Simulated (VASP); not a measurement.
# SnO (Pmn2_1) in VASP: relaxation of cell and atoms with SCAN

Aim: the relaxation of cell and atoms of SnO with SCAN.

All numbers are computed with VASP 6.6.1; they aren't measurements. Logs are shortened: lines on timing, memory, paths and dates and some standing lists are left out, and cuts for length are marked.

### 1 The cell of the first run

The structure is orthorhombic, space group Pmn2_1 (No. 31). The conventional cell has a = 3.355 Å, b = 5.674 Å, c = 4.222 Å, α = 90.00°, β = 90.00°, γ = 90.00°. Within 2.8 Å of Sn (site symmetry m) lie 3 O at 2.15 to 2.16 Å. O (site symmetry m) has 3 Sn at 2.15 to 2.16 Å within 2.8 Å.

### 2 Relaxation of cell and atoms, SCAN

Contents of POSCAR:

```
SnO
1.0
    3.3550050000      0.0000000000      0.0000000000
    0.0000000000      5.6741040000      0.0000000000
    0.0000000000      0.0000000000      4.2219700000
Sn O
2 2
Direct
    0.5000000000      0.7680910000      0.0131440000
    0.0000000000      0.2319090000      0.5131440000
    0.5000000000      0.1087500000      0.2368570000
    0.0000000000      0.8912500000      0.7368570000
```

Contents of INCAR.step1:

```
SYSTEM = SnO
METAGGA = SCAN
ISMEAR = 0
SIGMA = 0.03
LWAVE = .FALSE.
LCHARG = .FALSE.
NSW = 60
PREC = Accurate
LASPH = .TRUE.
LREAL = .FALSE.
ALGO = Normal
EDIFF = 1E-7
NELM = 120
GGA_COMPAT = .FALSE.
IBRION = 2
ISIF = 3
EDIFFG = -0.005
NELMIN = 4
ENCUT = 690
EFERMI = MIDGAP
LMIXTAU = .TRUE.
KPAR = 8
```

Contents of INCAR.step3:

```
SYSTEM = SnO
METAGGA = SCAN
ISMEAR = 0
SIGMA = 0.03
LWAVE = .FALSE.
LCHARG = .FALSE.
PREC = Accurate
LASPH = .TRUE.
LREAL = .FALSE.
ALGO = Normal
EDIFF = 1E-7
NELM = 120
GGA_COMPAT = .FALSE.
ISIF = 2
ENCUT = 690
EFERMI = MIDGAP
LMIXTAU = .TRUE.
KPAR = 8
```

Contents of KPOINTS:

```
k-points
0
Gamma
  7 4 5
```

Potentials or basis: VASP PAW PBE potentials, release 64 (Sn_d_GW, O_GW).

Command:

```sh
> cat potpaw_PBE.64/Sn_d_GW/POTCAR potpaw_PBE.64/O_GW/POTCAR > POTCAR
> cp INCAR.step1 INCAR
> cp POSCAR.step1 POSCAR
> mpirun -np 8 vasp_std > vasp.out
> cp CONTCAR POSCAR
> mpirun -np 8 vasp_std > vasp.out
> cp CONTCAR POSCAR
> cp INCAR.step3 INCAR
> mpirun -np 8 vasp_std > vasp.out
```

OUTCAR:

```text
SYSTEM = SnO
   METAGGA = SCAN
   ISMEAR = 0
   PREC = Accurate
   LASPH = .TRUE.
   LREAL = .FALSE.
   EDIFF = 1E-7
   NELM = 120
   ISIF = 2
   ENCUT = 690
   EFERMI = MIDGAP

 Found     36 irreducible k-points:

 Following reciprocal coordinates:
            Coordinates               Weight
  0.000000  0.000000  0.000000      1.000000
  0.142857  0.000000  0.000000      2.000000
  0.285714  0.000000  0.000000      2.000000
  0.428571  0.000000  0.000000      2.000000
  0.000000  0.250000  0.000000      2.000000
  0.142857  0.250000  0.000000      4.000000
   k-points           NKPTS =     36   k-points in BZ     NKDIM =     36   number of bands    NBANDS=     24
   number of dos      NEDOS =    301   number of ions     NIONS =      4
   total plane-waves  NPLWV =  50400
   dimension x,y,z NGX =    28 NGY =   50 NGZ =   36
   dimension x,y,z NGXF=    56 NGYF=  100 NGZF=   72
   ions per type =               2   2
   NGX,Y,Z   is equivalent  to a cutoff of  14.11, 14.53, 14.17 a.u.
   NGXF,Y,Z  is equivalent  to a cutoff of  28.21, 29.07, 28.33 a.u.
 SYSTEM =  SnO
   PREC   = accura    normal or accurate (medium, high low for compatibility)
   ISTART =      0    job   : 0-new  1-cont  2-samecut
   ICHARG =      2    charge: 1-file 2-atom 10-const
   ISPIN  =      1    spin polarized calculation?
   LNONCOLLINEAR =      F non collinear calculations
   LSORBIT =      F    spin-orbit coupling
   LASPH  =      T    aspherical Exc in radial PAW
   ENCUT  =  690.0 eV  50.71 Ry    7.12 a.u.   7.07 12.25  9.05*2*pi/ulx,y,z
   NELM   =    120;   NELMIN=  2; NELMDL=  0     # of ELM steps
   EDIFF  = 0.1E-06   stopping-criterion for ELM
   LREAL  =      F    real-space projection
   EDIFFG = 0.1E-05   stopping-criterion for IOM
   NSW    =      0    number of steps for IOM
   IBRION =     -1    ionic relax: 0-MD 1-quasi-New 2-CG
   NFREE  =      0    steps in history (QN), initial steepest desc. (CG)
   ISIF   =      2    stress and relaxation
   ISYM   =      2    0-nonsym 1-usesym 2-fastsym
   POTIM  = 0.5000    time-step for ionic-motion
   TEBEG  =    0.0;   TEEND  =   0.0 temperature during run

   SCALEE = 1.0000    scale energy and forces
   PSTRESS=    0.0 pullay stress
   NELECT =      40.0000    total number of electrons
   NUPDOWN=      -1.0000    fix difference up-down
   EMIN   =  10.00;   EMAX   =-10.00  energy-range for DOS
   EFERMI =   0.00;   METHOD = MIDGAP
   ISMEAR =     0;   SIGMA  =   0.03  broadening in eV -4-tet -1-fermi 0-gaus
   EFERMI_NEDOS =   21; number of points for ismear=-14 and -15
   IALGO  =     38    algorithm
   IMIX   =      4    mixing-type and parameters
     AMIX     =   0.40;   BMIX     =  1.00
     AMIX_MAG =   1.60;   BMIX_MAG =  1.00
  volume/ion in A,a.u.               =      19.93       134.49
  Fermi-wavevector in a.u.,A,eV,Ry     =   1.300896  2.458336 23.025536  1.692329
  Thomas-Fermi vector in A             =   2.432065
   LORBIT       =      0    0 simple, 1 ext, 2 COOP (PROOUT), +10 PAW based schemes
   METAGGA = SCAN    functional components
   LHFCALC =     F    Hartree Fock is set to
   AEXX    =    0.0000 exact exchange contribution
   IVDW    =     0    specifies the selected vdW correction
   LEPSILON=     F    determine dielectric tensor
   LRPA    =     F    only Hartree local field effects (RPA)

   CSHIFT  =0.1000    complex shift for real part using Kramers Kronig

   OMEGAMAX=  -1.0    maximum frequency
 non-spin polarized calculation
 Gauss-broadening in eV      SIGMA  =   0.03
  energy-cutoff  :      690.00
  volume of cell :       79.72
 maximum number of plane-waves:      3302
   NGX = 15   NGY = 25   NGZ = 19

 number of electron      40.0000003 magnetization

 Free energy of the ion-electron system (eV)
  ---------------------------------------------------
  ext. energy  EPLUGINS =         0.00000000
  ---------------------------------------------------
  free energy    TOTEN  =       -89.34390247 eV

  energy without entropy =      -89.34390247  energy(sigma->0) =      -89.34390247

 E-fermi :   3.9782     XC(G=0): -10.2016

 val. band max:        3.1367875981   @ k =   0.1429   0.0000   0.0000
 cond. band min:       4.8195728739   @ k =   0.4286   0.5000   0.0000
 fundamental gap:      1.6827852758
 Fermi energy:         3.9781802360

 k-point     1 :       0.0000    0.0000    0.0000
  band No.  band energies     occupation
      1     -18.9789      2.00000
      2     -18.4395      2.00000
      3     -18.2986      2.00000
      4     -18.2693      2.00000
      5     -18.2439      2.00000
      6     -18.2229      2.00000
[... 16 lines left out ...]
     23       9.4208      0.00000
     24       9.5338      0.00000

 k-point     2 :       0.1429    0.0000    0.0000
  band No.  band energies     occupation
      1     -18.9745      2.00000
      2     -18.4875      2.00000
      3     -18.3383      2.00000
      4     -18.2814      2.00000
      5     -18.2570      2.00000
      6     -18.2086      2.00000
[... 16 lines left out ...]
     23       9.3222      0.00000
     24       9.4828      0.00000

 k-point     3 :       0.2857    0.0000    0.0000
  band No.  band energies     occupation
      1     -18.9756      2.00000
      2     -18.7164      2.00000
      3     -18.2779      2.00000
      4     -18.2716      2.00000
      5     -18.2385      2.00000
      6     -18.2085      2.00000
[... 16 lines left out ...]
     23       7.8582      0.00000
     24       8.7529      0.00000

 k-point     4 :       0.4286    0.0000    0.0000
  band No.  band energies     occupation
      1     -18.9675      2.00000
      2     -18.8920      2.00000
      3     -18.2639      2.00000
      4     -18.2533      2.00000
      5     -18.2243      2.00000
      6     -18.2166      2.00000
[... 16 lines left out ...]
     23       8.8076      0.00000
     24       9.1868      0.00000

 k-point     5 :       0.0000    0.2500    0.0000
  band No.  band energies     occupation
      1     -18.9756      2.00000
      2     -18.4414      2.00000
      3     -18.2955      2.00000
      4     -18.2681      2.00000
      5     -18.2446      2.00000
      6     -18.2266      2.00000
[... 16 lines left out ...]
     23       8.5849      0.00000
     24       9.2933      0.00000

 k-point     6 :       0.1429    0.2500    0.0000
  band No.  band energies     occupation
      1     -18.9724      2.00000
      2     -18.4878      2.00000
      3     -18.3406      2.00000
      4     -18.2795      2.00000
      5     -18.2553      2.00000
      6     -18.2101      2.00000
[... 16 lines left out ...]
     23       8.7793      0.00000
     24       9.4986      0.00000

 [... further k-points ...]
[... 5 lines left out ...]
  --------------------------------------------------------------------------------------
  -------------------------------------------------------------------------------------
  Total        0.0036483      0.0003630      0.0093354      0.0000000      0.0000000      0.0000000
  in kB        0.0733230      0.0072952      0.1876228      0.0000000      0.0000000      0.0000000
  external PRESSURE =       0.0894137 kB  Pullay stress =       0.0000000 kB

 VOLUME and BASIS-vectors are now :
 -----------------------------------------------------------------------------
  energy-cutoff  :      690.00
  volume of cell :       79.72
      direct lattice vectors                 reciprocal lattice vectors
     3.299735979  0.000000000  0.000000000     0.303054549  0.000000000  0.000000000
     0.000000000  5.718830845  0.000000000     0.000000000  0.174860916  0.000000000
     0.000000000  0.000000000  4.224455889     0.000000000  0.000000000  0.236716876

 POSITION                                       TOTAL-FORCE (eV/Angst)
 -----------------------------------------------------------------------------------
      1.64987      4.41607      0.02289         0.000000     -0.000179      0.003232
      0.00000      1.30276      2.13512         0.000000      0.000179      0.003232
      1.64987      0.55146      1.03323         0.000000     -0.000020     -0.003232
      0.00000      5.16737      3.14546         0.000000      0.000020     -0.003232
 -----------------------------------------------------------------------------------
    total drift:                                0.000000     -0.000000      0.004252

  FREE ENERGIE OF THE ION-ELECTRON SYSTEM (eV)
  ---------------------------------------------------
  free  energy   TOTEN  =       -89.3439024727 eV

  energy  without entropy=      -89.3439024727  energy(sigma->0) =      -89.34390247
```

Run time: 62 min. Hardware: 8 MPI ranks of Intel Xeon 6975P-C (Granite Rapids), shared host; peak memory 0.36 GiB.

Results:

| Property | Result |
| --- | --- |
| Free energy | -89.3439 eV |
| Relaxed volume | 19.93 Å³/atom |
| Relaxed cell | a = 3.300 Å, b = 5.719 Å, c = 4.224 Å, α = 90.00°, β = 90.00°, γ = 90.00° |
| Space group after relaxing (to 0.1 Å) | Pmn2_1 (No. 31) |
| Energy gained by relaxing | 12.1 meV/atom |
| Ionic steps | 48 |
| Pressure after relaxing | 0.0 GPa |
| Largest force after relaxing | 0.003 eV/Å |
| Band gap on the k mesh | 1.68 eV (least direct gap 2.47 eV) |

Forces in eV/Å, atoms in the order of the input:
```
Sn   0.000  0.000  0.003
Sn   0.000  0.000  0.003
O    0.000  0.000 -0.003
O    0.000  0.000 -0.003
```

The path:
```tsv
step	energy change (eV)	largest force (eV/Å)	pressure (GPa)	volume (Å³)
1	0.0000	0.6078	-3.45	80.37
3	-0.0391	0.1248	0.05	77.77
5	-0.0458	0.0529	0.10	78.18
7	-0.0462	0.0181	0.10	78.45
9	-0.0466	0.0188	0.04	78.86
11	-0.0467	0.0129	-0.01	78.98
13	-0.0467	0.0139	-0.04	79.15
15	-0.0467	0.0041	0.04	79.21
17	-0.0468	0.0246	-0.04	79.94
19	-0.0468	0.0191	-0.03	79.80
21	-0.0468	0.0202	-0.03	79.89
23	-0.0469	0.0172	-0.03	80.32
25	-0.0472	0.0505	-0.29	80.81
27	-0.0471	0.0278	0.11	80.54
29	-0.0475	0.0224	-0.15	80.67
31	-0.0480	0.0036	-0.06	80.58
33	-0.0480	0.0118	0.00	80.52
35	-0.0480	0.0096	0.00	80.38
37	-0.0481	0.0150	0.02	79.78
39	-0.0481	0.0101	-0.01	79.94
41	-0.0483	0.0083	-0.05	79.83
43	-0.0482	0.0081	0.00	79.67
45	-0.0482	0.0027	-0.01	79.73
47	-0.0482	0.0057	0.02	79.71
48	-0.0482	0.0031	0.01	79.72
```

Final structure:
```
Sn O
1.0
     3.29974    0.00000    0.00000
     0.00000    5.71883    0.00000
     0.00000    0.00000    4.22446
Sn O
2 2
Direct
  0.50000 0.77220 0.00542
  0.00000 0.22780 0.50542
  0.50000 0.09643 0.24458
  0.00000 0.90357 0.74458
```

Levels at points of the mesh, in eV from the valence-band top:
| k point | band 18 | band 19 | band 20 | band 21 | band 22 | band 23 |
| --- | --- | --- | --- | --- | --- | --- |
| (0.00, 0.00, 0.00) | -3.00 | -2.30 | -0.01 | 2.84 | 3.48 | 6.28 |
| (0.00, 0.50, 0.00) | -3.01 | -1.88 | -1.69 | 3.64 | 4.29 | 5.18 |

Caveat: the PAW data sets were made with another functional, which shifts forces and pressure a little; spin-orbit coupling is left out, which moves the levels of the heavy elements; an odd mesh through Γ misses points on the zone boundary, where band edges can lie.
